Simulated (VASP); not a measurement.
# SiNi (P2_1/c) in VASP: single point with PBEsol

Aim: the single point of SiNi with PBEsol.

Everything below comes from runs of VASP 6.6.1. Logs are shortened: lines on timing, memory, paths and dates and some standing lists are left out, and cuts for length are marked.

**1. The cell of the first run**

The structure is monoclinic, space group P2_1/c (No. 14). The conventional cell has a = 3.358 Å, b = 5.528 Å, c = 5.088 Å, α = 90.00°, β = 90.00°, γ = 90.00°. Within 3.0 Å of Si (site symmetry 1) lie 6 Ni at 2.27 to 2.38 Å and 2 Si at 2.60 to 2.71 Å. Ni (site symmetry 1) has 6 Si at 2.27 to 2.38 Å and 4 Ni at 2.61 to 2.73 Å within 3.0 Å.

**2. Single point, PBEsol (atoms displaced along a vibrational mode)**

INCAR reads:

```
SYSTEM = SiNi
PREC = Accurate
ENCUT = 520
EDIFF = 1E-6
ISMEAR = 0
SIGMA = 0.15
LREAL = .False.
LASPH = .True.
NELM = 80
ALGO = Normal
ISIF = 2
LWAVE = .False.
LCHARG = .False.
GGA = PS
NBANDS = 38
```

KPOINTS reads:

```
Automatic mesh
0
Gamma
  8 12 8
  0 0 0
```

POSCAR reads:

```
SiNi
1.0
    5.0878283015      0.0000000000      0.0000000000
    0.0000000000      3.3577715394      0.0000000000
    0.0000000000      0.0000000000      5.5278300970
Si Ni
4 4
Direct
    0.3214276689      0.7626558509      0.0865554891
    0.1785723311      0.2373441491      0.5865554891
    0.8214276689      0.7626558509      0.4134445109
    0.6785723311      0.2373441491      0.9134445109
    0.0093007299      0.2648908285      0.1873863599
    0.4906992701      0.7351091715      0.6873863599
    0.5093007299      0.2648908285      0.3126136401
    0.9906992701      0.7351091715      0.8126136401
```

Potentials or basis: VASP PAW PBE potentials, release 64 (Si, Ni).

Run with:

```sh
$ cat potpaw_PBE.64/Si/POTCAR potpaw_PBE.64/Ni/POTCAR > POTCAR
$ mpirun -np 1 vasp_std > vasp.out
```

OUTCAR:

```text
SYSTEM = SiNi
   PREC = Accurate
   ENCUT = 520
   EDIFF = 1E-6
   ISMEAR = 0
   LREAL = .False.
   LASPH = .True.
   NELM = 80
   ISIF = 2
   GGA = PS

 ion  position               nearest neighbor table
   1  0.321  0.763  0.087-   8 2.27   7 2.30   7 2.31   6 2.37   5 2.37   5 2.38   4 2.60   4 2.71
                             3 3.12   3 3.12
   2  0.179  0.237  0.587-   7 2.27   8 2.30   8 2.31   5 2.37   6 2.37   6 2.38   3 2.60   3 2.71
                             4 3.12   4 3.12
   3  0.821  0.763  0.413-   6 2.27   5 2.30   5 2.31   8 2.37   7 2.37   7 2.38   2 2.60   2 2.71
                             1 3.12   1 3.12
   4  0.679  0.237  0.913-   5 2.27   6 2.30   6 2.31   7 2.37   8 2.37   8 2.38   1 2.60   1 2.71
                             2 3.12   2 3.12
   5  0.009  0.265  0.187-   4 2.27   3 2.30   3 2.31   2 2.37   1 2.37   1 2.38   8 2.61   7 2.64
                             7 2.64   8 2.73
   6  0.491  0.735  0.687-   3 2.27   4 2.30   4 2.31   1 2.37   2 2.37   2 2.38   7 2.61   8 2.64
                             8 2.64   7 2.73
   7  0.509  0.265  0.313-   2 2.27   1 2.30   1 2.31   4 2.37   3 2.37   3 2.38   6 2.61   5 2.64
                             5 2.64   6 2.73
   8  0.991  0.735  0.813-   1 2.27   2 2.30   2 2.31   3 2.37   4 2.37   4 2.38   5 2.61   6 2.64
                             6 2.64   5 2.73

  LATTYP: Found a simple orthorhombic cell.
 ALAT       =     3.3577715394
 B/A-ratio  =     1.5152395694
 C/A-ratio  =     1.6462793946

  Lattice vectors:

 A1 = (   0.0000000000,  -3.3577715394,   0.0000000000)
 A2 = (   5.0878283015,   0.0000000000,   0.0000000000)
 A3 = (   0.0000000000,   0.0000000000,   5.5278300970)

Analysis of symmetry for initial positions (statically):
=====================================================================
 Subroutine PRICEL returns:
 Original cell was already a primitive cell.

 Routine SETGRP: Setting up the symmetry group for a
 simple orthorhombic supercell.

 Subroutine GETGRP returns: Found  4 space group operations
 (whereof  2 operations were pure point group operations)
 out of a pool of  8 trial point group operations.

The static configuration has the point symmetry S_2 .
 The point group associated with its full space group is C_2h.

Analysis of symmetry for dynamics (positions and initial velocities):
=====================================================================
 Subroutine PRICEL returns:
 Original cell was already a primitive cell.

 Routine SETGRP: Setting up the symmetry group for a
 simple orthorhombic supercell.

 Subroutine GETGRP returns: Found  4 space group operations
 (whereof  2 operations were pure point group operations)
 out of a pool of  8 trial point group operations.

The dynamic configuration has the point symmetry S_2 .
 The point group associated with its full space group is C_2h.

 Subroutine INISYM returns: Found  4 space group operations
 (whereof  2 operations are pure point group operations),
 and found     1 'primitive' translations

----------------------------------------------------------------------------------------

                                     Primitive cell

  volume of cell :      94.4362

  direct lattice vectors                    reciprocal lattice vectors
     5.087828302  0.000000000  0.000000000     0.196547513  0.000000000  0.000000000
     0.000000000  3.357771539  0.000000000     0.000000000  0.297816569  0.000000000
     0.000000000  0.000000000  5.527830097     0.000000000  0.000000000  0.180902810

  length of vectors
     5.087828302  3.357771539  5.527830097     0.196547513  0.297816569  0.180902810

  position of ions in fractional coordinates (direct lattice)
     0.321427669  0.762655851  0.086555489
     0.178572331  0.237344149  0.586555489
     0.821427669  0.762655851  0.413444511
     0.678572331  0.237344149  0.913444511
     0.009300730  0.264890829  0.187386360
     0.490699270  0.735109171  0.687386360
     0.509300730  0.264890829  0.312613640
     0.990699270  0.735109171  0.812613640

  ion indices of the primitive-cell ions
   primitive index   ion index
                 1           1
                 2           2
                 3           3
                 4           4
                 5           5
                 6           6
                 7           7
                 8           8

----------------------------------------------------------------------------------------

 KPOINTS: Automatic mesh

Automatic generation of k-mesh.
 Grid dimensions read from file:
 generate k-points for:    8   12    8

 Generating k-lattice:

  Cartesian coordinates                     Fractional coordinates (reciprocal lattice)
     0.024568439  0.000000000  0.000000000     0.125000000  0.000000000  0.000000000
     0.000000000  0.024818047  0.000000000     0.000000000  0.083333333  0.000000000
     0.000000000  0.000000000  0.022612851     0.000000000  0.000000000  0.125000000

  Length of vectors
     0.024568439  0.024818047  0.022612851

  Shift w.r.t. Gamma in fractional coordinates (k-lattice)
     0.000000000  0.000000000  0.000000000

 Subroutine IBZKPT returns following result:
 ===========================================

 Found    250 irreducible k-points:

 Following reciprocal coordinates:
            Coordinates               Weight
  0.000000  0.000000  0.000000      1.000000
  0.125000  0.000000  0.000000      2.000000
  0.250000  0.000000  0.000000      2.000000
  0.375000  0.000000  0.000000      2.000000
  0.500000  0.000000  0.000000      1.000000
  0.000000  0.083333  0.000000      2.000000
[... 16 lines left out ...]
  0.125000  0.250000  0.000000      2.000000
 -0.125000  0.250000  0.000000      2.000000
 [... further k-points ...]
   k-points           NKPTS =    250   k-points in BZ     NKDIM =    250   number of bands    NBANDS=     38
   number of dos      NEDOS =    301   number of ions     NIONS =      8
   total plane-waves  NPLWV =  47040
   dimension x,y,z NGX =    40 NGY =   28 NGZ =   42
   dimension x,y,z NGXF=    80 NGYF=   56 NGZF=   84
   ions per type =               4   4
   NGX,Y,Z   is equivalent  to a cutoff of  13.07, 13.86, 12.63 a.u.
   NGXF,Y,Z  is equivalent  to a cutoff of  26.14, 27.73, 25.26 a.u.
 SYSTEM =  SiNi
   PREC   = accura    normal or accurate (medium, high low for compatibility)
   ISTART =      0    job   : 0-new  1-cont  2-samecut
   ICHARG =      2    charge: 1-file 2-atom 10-const
   ISPIN  =      1    spin polarized calculation?
   LNONCOLLINEAR =      F non collinear calculations
   LSORBIT =      F    spin-orbit coupling
   LASPH  =      T    aspherical Exc in radial PAW
   ENCUT  =  520.0 eV  38.22 Ry    6.18 a.u.   9.46  6.24 10.28*2*pi/ulx,y,z
   NELM   =     80;   NELMIN=  2; NELMDL= -5     # of ELM steps
   EDIFF  = 0.1E-05   stopping-criterion for ELM
   LREAL  =      F    real-space projection
   EDIFFG = 0.1E-04   stopping-criterion for IOM
   NSW    =      0    number of steps for IOM
   IBRION =     -1    ionic relax: 0-MD 1-quasi-New 2-CG
   NFREE  =      0    steps in history (QN), initial steepest desc. (CG)
   ISIF   =      2    stress and relaxation
   ISYM   =      2    0-nonsym 1-usesym 2-fastsym
   POTIM  = 0.5000    time-step for ionic-motion
   TEBEG  =    0.0;   TEEND  =   0.0 temperature during run
   PSTRESS=    0.0 pullay stress
   NELECT =      56.0000    total number of electrons
   NUPDOWN=      -1.0000    fix difference up-down
   EMIN   =  10.00;   EMAX   =-10.00  energy-range for DOS
   EFERMI =   0.00;   METHOD = LEGACY
   ISMEAR =     0;   SIGMA  =   0.15  broadening in eV -4-tet -1-fermi 0-gaus
   EFERMI_NEDOS =   21; number of points for ismear=-14 and -15
   IALGO  =     38    algorithm
   IMIX   =      4    mixing-type and parameters
     AMIX     =   0.40;   BMIX     =  1.00
     AMIX_MAG =   1.60;   BMIX_MAG =  1.00
  volume/ion in A,a.u.               =      11.80        79.66
  Fermi-wavevector in a.u.,A,eV,Ry     =   1.375386  2.599104 25.737977  1.891688
  Thomas-Fermi vector in A             =   2.500727
   LORBIT       =      0    0 simple, 1 ext, 2 COOP (PROOUT), +10 PAW based schemes
   GGA     = PS    functional components
   LHFCALC =     F    Hartree Fock is set to
   AEXX    =    0.0000 exact exchange contribution
   IVDW    =     0    specifies the selected vdW correction
   LEPSILON=     F    determine dielectric tensor
   LRPA    =     F    only Hartree local field effects (RPA)
 non-spin polarized calculation
 Gauss-broadening in eV      SIGMA  =   0.15
  energy-cutoff  :      520.00
  volume of cell :       94.44
 maximum number of plane-waves:      2568
 NGX is ok and might be reduce to    40
   NGX = 19   NGY = 13   NGZ = 21

 number of electron      56.0000012 magnetization

 Free energy of the ion-electron system (eV)
  ---------------------------------------------------
  ext. energy  EPLUGINS =         0.00000000
  ---------------------------------------------------
  free energy    TOTEN  =       -52.24056095 eV

  energy without entropy =      -52.22039049  energy(sigma->0) =      -52.23047572

 E-fermi :  10.7093     XC(G=0): -12.4545

 val. band max:       10.7079073670   @ k =   0.1250   0.5000   0.2500
 cond. band min:      10.7222916222   @ k =  -0.1250   0.1667  -0.3750
 fundamental gap:      0.0143842552
 Fermi energy:        10.7092939286

 k-point     1 :       0.0000    0.0000    0.0000
  band No.  band energies     occupation
      1      -2.5165      2.00000
      2       0.9956      2.00000
      3       2.1752      2.00000
      4       2.8438      2.00000
      5       4.0343      2.00000
      6       4.5679      2.00000
[... 30 lines left out ...]
     37      16.9594      0.00000
     38      17.3851      0.00000

 k-point     2 :       0.1250    0.0000    0.0000
  band No.  band energies     occupation
      1      -2.4297      2.00000
      2       0.8099      2.00000
      3       2.2384      2.00000
      4       2.5148      2.00000
      5       4.4435      2.00000
      6       4.6204      2.00000
[... 894 lines left out ...]
 k-point    24 :      -0.1250    0.2500    0.0000
  band No.  band energies     occupation
      1      -1.6265      2.00000
      2       1.4427      2.00000
      3       2.7232      2.00000
      4       2.9545      2.00000
      5       4.3949      2.00000
      6       4.9983      2.00000
[... 30 lines left out ...]
     37      16.5603      0.00000
     38      18.0267      0.00000

 [... further k-points ...]

------------------------ aborting loop because EDIFF is reached ----------------------------------------

  FORCE on cell =-STRESS in cart. coord.  units (eV):
  Direction    XX          YY          ZZ          XY          YZ          ZX
  --------------------------------------------------------------------------------------
  -------------------------------------------------------------------------------------
  Total        0.1951404      0.2281017      0.0937786      0.0514236      0.0000000      0.0000000
  in kB        3.3106969      3.8699091      1.5910221      0.8724382      0.0000000      0.0000000
  external PRESSURE =       2.9238761 kB  Pullay stress =       0.0000000 kB

 VOLUME and BASIS-vectors are now :
 -----------------------------------------------------------------------------
  energy-cutoff  :      520.00
  volume of cell :       94.44
      direct lattice vectors                 reciprocal lattice vectors
     5.087828302  0.000000000  0.000000000     0.196547513  0.000000000  0.000000000
     0.000000000  3.357771539  0.000000000     0.000000000  0.297816569  0.000000000
     0.000000000  0.000000000  5.527830097     0.000000000  0.000000000  0.180902810

 POSITION                                       TOTAL-FORCE (eV/Angst)
 -----------------------------------------------------------------------------------
      1.63537      2.56082      0.47846        -0.034521     -0.105519      0.005560
      0.90855      0.79695      3.24238         0.034521      0.105519      0.005560
      4.17928      2.56082      2.28545        -0.034521     -0.105519     -0.005560
      3.45246      0.79695      5.04937         0.034521      0.105519     -0.005560
      0.04732      0.88944      1.03584         0.014649     -0.260077      0.015510
      2.49659      2.46833      3.79976        -0.014649      0.260077      0.015510
      2.59123      0.88944      1.72808         0.014649     -0.260077     -0.015510
      5.04051      2.46833      4.49199        -0.014649      0.260077     -0.015510
 -----------------------------------------------------------------------------------
    total drift:                               -0.000000      0.000000      0.000000

  FREE ENERGIE OF THE ION-ELECTRON SYSTEM (eV)
  ---------------------------------------------------
  free  energy   TOTEN  =       -52.2405609484 eV

  energy  without entropy=      -52.2203904911  energy(sigma->0) =      -52.23047572
```

It took 20 min on 1 thread of Intel Xeon 8259CL, shared host; peak memory 0.71 GiB.

What came out:

| Quantity | Value |
| --- | --- |
| Free energy | -52.2406 eV |
| Pressure | 0.3 GPa |
| Largest force | 0.261 eV/Å |
| Band gap on the k mesh | zero (bands 28 and 29 overlap by 1.83 eV) |

Forces on the atoms (eV/Å):
```
Si  -0.035 -0.106  0.006
Si   0.035  0.106  0.006
Si  -0.035 -0.106 -0.006
Si   0.035  0.106 -0.006
Ni   0.015 -0.260  0.016
Ni  -0.015  0.260  0.016
Ni   0.015 -0.260 -0.016
Ni  -0.015  0.260 -0.016
```

Caveat: the cell differs from its parent crystal (atoms displaced along a vibrational mode); the PAW data sets were made with another functional, which shifts forces and pressure a little.
